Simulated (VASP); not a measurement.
A run of VASP 6.6.1 is set up as follows.

File POSCAR:

```
KF
1.0
    0.0203770000      2.6632250000      2.6452640000
    2.8630100000     -0.0055370000      2.6711780000
    2.8694470000      2.6955760000     -0.0119740000
K F
1 1
Direct
    0.0101880000      0.0143370000      0.9881180000
    0.4785790000      0.4928500000      0.5210760000
```

File INCAR.step1:

```
SYSTEM = KF
ALGO     = Normal         ! electronic algorithm
EDIFF    = 1E-4           ! SCF threshold, eV
ENCUT    = 520            ! plane-wave cutoff, eV
GGA      = PE             ! functional
ISMEAR   = 1              ! smearing method
LASPH    = .TRUE.         ! aspherical terms in the spheres
LCHARG   = .FALSE.        ! write CHGCAR
LREAL    = .FALSE.        ! projectors in reciprocal space
LWAVE    = .TRUE.         ! write WAVECAR
NBANDS   = 15             ! bands
NELM     = 100            ! most SCF steps
PREC     = Accurate       ! precision mode
SIGMA    = 0.0286         ! smearing width, eV
```

Contents of INCAR.step2:

```
SYSTEM = KF
ALGO     = Normal         ! electronic algorithm
EDIFF    = 1E-7           ! SCF threshold, eV
ENCUT    = 520            ! plane-wave cutoff, eV
ISIF     = 2              ! what is computed and relaxed
ISMEAR   = 1              ! smearing method
ISTART   = 1            
LASPH    = .TRUE.         ! aspherical terms in the spheres
LCHARG   = .FALSE.        ! write CHGCAR
LMIXTAU  = .TRUE.       
LREAL    = .FALSE.        ! projectors in reciprocal space
LWAVE    = .FALSE.        ! write WAVECAR
METAGGA  = R2SCAN         ! meta-GGA
NBANDS   = 15             ! bands
NELM     = 100            ! most SCF steps
PREC     = Accurate       ! precision mode
SIGMA    = 0.0286         ! smearing width, eV
```

The input KPOINTS:

```
Automatic mesh
0
Gamma
  6 6 6
  0.5 0.5 0
```

Potentials or basis: VASP PAW PBE potentials, release 64 (K_sv, F).

Launch:

```sh
$ cat potpaw_PBE.64/K_sv/POTCAR potpaw_PBE.64/F/POTCAR > POTCAR
$ cp INCAR.step1 INCAR
$ mpirun -np 1 vasp_std > vasp.out
$ cp INCAR.step2 INCAR
$ mpirun -np 1 vasp_std > vasp.out
```

(1) What does it give for the pressure?

(2) Estimate the largest force.

(3) What does it give for the band gap on the k mesh?

Results:

(1) -1.8 GPa.

(2) 0.281 eV/Å.

(3) 6.69 eV (least direct gap 6.71 eV).

Caveat: the PAW data sets were made with another functional, which shifts forces and pressure a little; a shifted mesh leaves out Γ, where band edges can lie.
